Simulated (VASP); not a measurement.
A run of VASP 6.6.1 is set up as follows.

INCAR

```
ALGO = Normal ; EDIFF = 1E-7
ENCUT = 520 ; GGA = PS
ISIF = 2 ; ISMEAR = -1
LASPH = True ; LCHARG = False
LREAL = False ; LWAVE = False
NBANDS = 20 ; NELM = 100
PREC = Accurate ; SIGMA = 0.02
```

The input KPOINTS:

```
k-points
0
Gamma
  15 15 15
```

POSCAR

```
MoS2
1.0
    1.5855000000      0.9153888518      6.1149966667
   -1.5855000000      0.9153888518      6.1149966667
    0.0000000000     -1.8307777036      6.1149966667
Mo S
1 2
Direct
    0.0054510796      0.0054510796      0.0054510796
    0.2500000000      0.2500000000      0.2500000000
    0.7500000000      0.7500000000      0.7500000000
```

Potentials or basis: VASP PAW PBE potentials, release 64 (Mo_sv, S).

The run is started by

```sh
$ cat potpaw_PBE.64/Mo_sv/POTCAR potpaw_PBE.64/S/POTCAR > POTCAR
$ mpirun -np 1 vasp_std > vasp.out
```

Estimate the band gap on the k mesh.

zero (band 13 reaches 8.06 eV, above the bottom of band 14 at 7.41 eV).

What does it give for the largest force?

2.411 eV/Å.

Estimate the pressure.

3.6 GPa.

Stress tensor (GPa, compression positive):
```
2.22 0.00 0.00
0.00 2.22 0.00
0.00 0.00 6.48
```

Caveat: the PAW data sets were made with another functional, which shifts forces and pressure a little.
